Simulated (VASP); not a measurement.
Runs of VASP 6.6.1 on Cr. The structure is that of space group P6/mmm (No. 191), or close to it. The cells are those of the table. This isn't the form of Cr at room conditions, which is bcc.

| task | potentials or basis | cell | k mesh | cutoff (eV) | gap on the mesh (eV) | pressure (GPa) |
| --- | --- | --- | --- | --- | --- | --- |
| single point | VASP PAW PBE potentials, release 64 (Cr_pv) | a = 2.517, b = 2.517, c = 2.238 Å, angles 90.0, 90.0, 120.0°, 1 atom | 27 × 27 × 24 | 520 | none | -0.2 |
| relaxation of cell and atoms | VASP PAW PBE potentials, release 64 (Cr_pv) | relaxed from a = 2.542, b = 2.542, c = 2.376 Å, angles 90.0, 90.0, 120.0°, 1 atom | 9 × 9 × 8 | 600 | none | 0.0 |
| single point | VASP PAW PBE potentials, release 64 (Cr_sv) | a = 2.497, b = 2.497, c = 2.288 Å, angles 90.0, 90.0, 120.0°, 1 atom | 9 × 9 × 8 | 700 | none | (a) |
| single point | VASP PAW PBE potentials, release 64 (Cr_pv) | a = 2.497, b = 2.497, c = 2.288 Å, angles 90.0, 90.0, 120.0°, 1 atom | 9 × 9 × 8 | 520 | none | -0.3 |

Alike in all rows: level PBE; no spin polarisation; smearing gaussian 0.1 eV.

Q: Fill in the values left out.

A: (a) -0.7.

Caveats: the run has no spin polarisation, though such a crystal can be magnetic; an empty level that is flat over the whole mesh can mark a ghost state of the potentials, or a narrow d or f band (at least some runs).

A gap of «none» marks levels without a gap at the run's occupations.

The runs don't all hold the same shells in valence.
